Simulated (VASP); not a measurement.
## Ti: single point with PBEsol

The system is Ti, a slab with vacuum.

```xyz
9
Lattice="4.9178 0.0000 0.0000 -2.4589 4.2589 0.0000 0.0000 0.0000 21.7975" Properties=species:S:1:pos:R:3 pbc="T T T"
Ti    0.8196    1.4196    7.0000
Ti   -1.6393    2.8393    7.0000
Ti    3.2785    0.0000    7.0000
Ti    1.6250    2.8640    9.1682
Ti   -0.7911    4.2589    9.1682
Ti    4.0839    1.3949    9.1682
Ti    0.8196    1.4196   11.5386
Ti   -1.6393    2.8393   11.5386
Ti    3.2785    0.0000   11.6361
```

| Quantity | Value |
| --- | --- |
| Program | VASP 6.6.1 |
| Task | single point |
| Functional | PBEsol |
| Potentials or basis | VASP PAW PBE potentials, release 64 (Ti_sv) |
| Cutoff | 400 eV |
| k mesh | 9 × 9 × 1 |
| Occupations | methfessel-paxton, width 0.1 eV |
| Spin | no spin polarisation |

```
Largest force          : 0.593 eV/Å
Band gap on the k mesh : zero (bands 54 and 55 overlap by 0.29 eV)
```

Forces on the atoms (eV/Å):
```
Ti   0.000  0.000 -0.117
Ti   0.000  0.000 -0.117
Ti   0.000  0.000 -0.347
Ti   0.085 -0.148  0.568
Ti  -0.171  0.000  0.568
Ti   0.085  0.148  0.568
Ti   0.000  0.000 -0.313
Ti   0.000  0.000 -0.313
Ti   0.000  0.000 -0.498
```

Levels at points of the mesh, in eV from the Fermi level:
```csv
k point,band 51,band 52,band 53,band 54,band 55,band 56,band 57,band 58
"(0.00, 0.00, 0.00)",-0.08,-0.08,-0.07,0.11,0.11,0.19,0.19,0.31
```

Run time: 9.4 min on 1 thread of Intel Xeon 8259CL, on a shared host, peak memory 0.47 GiB.

Caveat: the PAW data sets were made with another functional, which shifts forces and pressure a little.
